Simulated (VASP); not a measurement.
Wanted: the native input for a VASP 6.6.1 run.

| Property | Result |
| --- | --- |
| Task | single point |
| Functional | LDA |
| Potentials or basis | VASP PAW LDA potentials, release 64 (Sn_d, O) |
| Cutoff | 520 eV |
| k mesh | 12 × 12 × 12 |
| Occupations | gaussian, width 0.05 eV |
| Spin | no spin polarisation |
| Dipole correction | no |
| Further INCAR settings | ALGO = Normal; EDIFF = 1e-06; NBANDS = 20 |

The structure of SnO2 lies in POSCAR:

```
SnO2
1.0
    1.6170930752      0.9336291223      4.8005925840
   -1.6170930752      0.9336291223      4.8005925840
    0.0000000000     -1.8672582446      4.8005925840
Sn O
1 2
Direct
    0.4256147821      0.4256147821      0.5862781509
    0.2371700000      0.2371700000      0.2371700000
    0.7628300000      0.7628300000      0.7628300000
```

This cell differs from its parent crystal: atom 1 (Sn) moved by (-0.300, -0.300) A along y and z.

The input as run:

INCAR

```
PREC = Accurate
ENCUT = 520
EDIFF = 1E-6
ISMEAR = 0
SIGMA = 0.05
LREAL = False
LASPH = True
NELM = 60
ALGO = Normal
ISIF = 2
LWAVE = False
LCHARG = True
LELF = True
LVHAR = True
NBANDS = 20
```

KPOINTS

```
regular mesh
0
Gamma
  12 12 12
```

Potentials or basis: VASP PAW LDA potentials, release 64 (Sn_d, O).

Launch:

```console
$ cat potpaw_LDA.64/Sn_d/POTCAR potpaw_LDA.64/O/POTCAR > POTCAR
$ mpirun -np 1 vasp_std > vasp.out
```

Results of the run:

```yaml
Pressure: 3.6 GPa
Largest_force: 6.603 eV/Å
Band_gap_on_the_k_mesh: 0.86 eV
```

Caveat: the cell differs from its parent crystal (atom 1 (Sn) moved by (-0.300, -0.300) A along y and z); the stress differs along the axes, from -8 to 22 GPa; spin-orbit coupling is left out, which moves the levels of the heavy elements; forces of over 1 eV/Å act on the atoms, so gaps and moduli don't describe the material at rest.

It took 7.3 min on 1 thread of AMD EPYC 9R45 96-Core Processor (Zen 5), with other jobs on the host, peak memory 0.46 GiB.
